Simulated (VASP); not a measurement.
Co:

```
Co
1.0
     0.00000    1.79935    1.79935
     1.79935    0.00000    1.79935
     3.59870    3.59870    0.00000
Co
2
Direct
  0.00000 0.00000 0.00000
  0.00000 0.00000 0.50000
```

This isn't the form of Co at room conditions, which is hcp.

Program: VASP 6.6.1. Alike in all runs: task single point; level PBE; potentials or basis VASP PAW PBE potentials, release 64 (Co); cell as given; k mesh 12 × 12 × 6; cutoff (eV) 520; smearing fermi-dirac 0.05 eV.

Q: Order these runs on this cell by their pressure, lowest first.
A. spin collinear
B. spin collinear, antiferromagnetic start
C. spin off

A: C (-23.5 GPa), B (-15.8 GPa), A (-11.7 GPa).

Caveats: the cell stands under tension.
